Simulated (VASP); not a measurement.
Au, 1 atom in the cell. It takes space group Pm-3m (No. 221, cubic). Conventional cell: a = 2.668 Å, b = 2.668 Å, c = 2.668 Å, α = 90.00°, β = 90.00°, γ = 90.00°. Au (site symmetry m-3m) has 6 Au at 2.67 Å within 3.5 Å. This isn't the form of Au at room conditions, which is fcc.

| Property | Result |
| --- | --- |
| Program | VASP 6.6.1 |
| Task | single point |
| Functional | LDA |
| Potentials or basis | VASP PAW LDA potentials, release 64 (Au) |
| Cutoff | 500 eV |
| k mesh | 17 × 17 × 17 |
| Occupations | fermi-dirac, width 0.05 eV |
| Spin | no spin polarisation |
| Dipole correction | no |
| Further INCAR settings | ALGO = Normal; EDIFF = 1e-06; NBANDS = 12 |

Potentials or basis: VASP PAW LDA potentials, release 64 (Au).

The run is started by

```bash
$ cat potpaw_LDA.64/Au/POTCAR > POTCAR
$ mpirun -np 1 vasp_std > vasp.out
```

Hardware: 1 thread of Intel Xeon 8259CL, on a shared host.

Problem. How long does it take, and how much memory?

Solution. It took 35 s on 1 thread of Intel Xeon 8259CL, on a shared host, peak memory 0.14 GiB. Counts: scf iterations 11, k points 165.
